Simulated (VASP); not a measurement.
Write the native input for VASP 6.6.1 that does the following.

```
Task                   : single point
Functional             : PBE
Potentials or basis    : VASP PAW PBE potentials, release 64 (Pt, Se)
Cutoff                 : 520 eV
k mesh                 : 2 × 2 × 2, shifted
Occupations            : gaussian, width 0.01 eV
Spin                   : no spin polarisation
Dipole correction      : no
Further INCAR settings : LREAL = Auto; ALGO = Normal; EDIFF = 1e-06; NBANDS = 120
```

The structure of Pt10Se17 (a cell with a defect) lies in POSCAR:

```
Pt10Se17
1.0
   -5.6273392766     -3.2489458462      6.5013337589
    5.6273392766     -3.2489458462      6.5013337589
    0.0000000000      6.4978916924      6.5013337589
Pt Se
10 17
Direct
    0.6664061706      0.3334931340      0.0005931489
    0.6674079733     -0.0000784068      0.3347359293
    0.3334162420      0.6663943719      0.0007084094
    0.9996334665      0.9997924689      0.0007879342
    0.3335964852      0.3334318528      0.3335698933
    0.6676695119      0.6674156838      0.6673326907
    0.3335850446     -0.0003297441      0.6669464395
    1.0001238579      0.6676012329      0.3348024300
    0.9998980212      0.3335458141      0.6669216014
    0.7055804133      0.7053473764      0.3728576789
    0.7107809871      0.3783672752      0.7091788518
    0.3784027782      0.0421023037      0.3777551020
    0.0421708628      0.3785109992      0.3778235482
    0.3785987433      0.7105502405      0.7092412577
    0.7104601681      0.0420067941      0.0456239896
    0.3772038266      0.3772198006      0.0442771754
    0.0438174737      0.0438700659      0.7110234050
    0.0418630562      0.7107011353      0.0457368117
    0.6228773946      0.2899013692      0.2897629216
    0.6235041180      0.9548672474      0.6221361739
    0.2901877636      0.6226761670      0.2898360810
    0.9548706265      0.9548539950      0.2907460492
    0.2892452769      0.2890332028      0.6228956683
    0.6226148577      0.6227652349      0.9573788926
    0.2889985427      0.9557348740      0.9563123902
    0.9550443083      0.6234726336      0.6222630374
    0.9557441155      0.2890582960      0.9562275297
```

The input as run:

INCAR

```
SYSTEM = Pt10Se17
ALGO = Normal
EDIFF = 1E-6
ENCUT = 520
GGA = PE
ISIF = 2
ISMEAR = 0
LASPH = .True.
LCHARG = .False.
LREAL = Auto
LWAVE = .False.
NBANDS = 120
NELM = 100
PREC = Accurate
SIGMA = 0.01
```

KPOINTS

```
Automatic mesh
0
Gamma
  2 2 2
  0.5 0.5 0.5
```

Potentials or basis: VASP PAW PBE potentials, release 64 (Pt, Se).

Command:

```console
$ cat potpaw_PBE.64/Pt/POTCAR potpaw_PBE.64/Se/POTCAR > POTCAR
$ mpirun -np 1 vasp_std > vasp.out
```

Results of the run:

```json
{
  "Pressure": "-0.8 GPa",
  "Largest force": "0.030 eV/Å",
  "Band gap on the k mesh": "1.12 eV"
}
```

Caveat: spin-orbit coupling is left out, which moves the levels of the heavy elements.

Wall time 14 min on 1 thread of Oxide Virtual Turin-like Processor, with other jobs on the host, peak memory 0.74 GiB.
